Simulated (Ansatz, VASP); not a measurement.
One calculation of Os, two programs

```
Os
1.0
     2.77008    0.00000    0.00000
    -1.38504    2.39896    0.00000
     0.00000    0.00000    4.37654
Os
2
Direct
  0.66667 0.33333 0.75000
  0.33333 0.66667 0.25000
```

Alike in both runs: task single point; functional BLYP; dispersion D4; k mesh 11 × 11 × 6; occupations fermi-dirac, width 0.05 eV; no spin polarisation.

```csv
,VASP,Ansatz
version,VASP 6.6.1,Ansatz 0.2.0
potentials or method,"VASP PAW PBE potentials, release 64 (Os_sv_GW)",Ansatz PAW
plane-wave cutoff (eV),560,420
valence electrons in the cell,32,32
```

Ansatz gave:

```
gap on the k mesh at the Fermi level (eV)                     : none
pressure (GPa)                                                : -4.9
traceless stress, the component that is largest in VASP (GPa) : -0.49
```

What did VASP give for the same quantities?

gap on the k mesh at the Fermi level (eV): none; pressure (GPa): -4.8; traceless stress, the component that is largest in VASP (GPa): -0.35.

VASP's potentials were made for PBE, not for BLYP. A gap of «none» marks a metal or a gap that the smearing closes.

Neither program's run includes spin-orbit coupling.
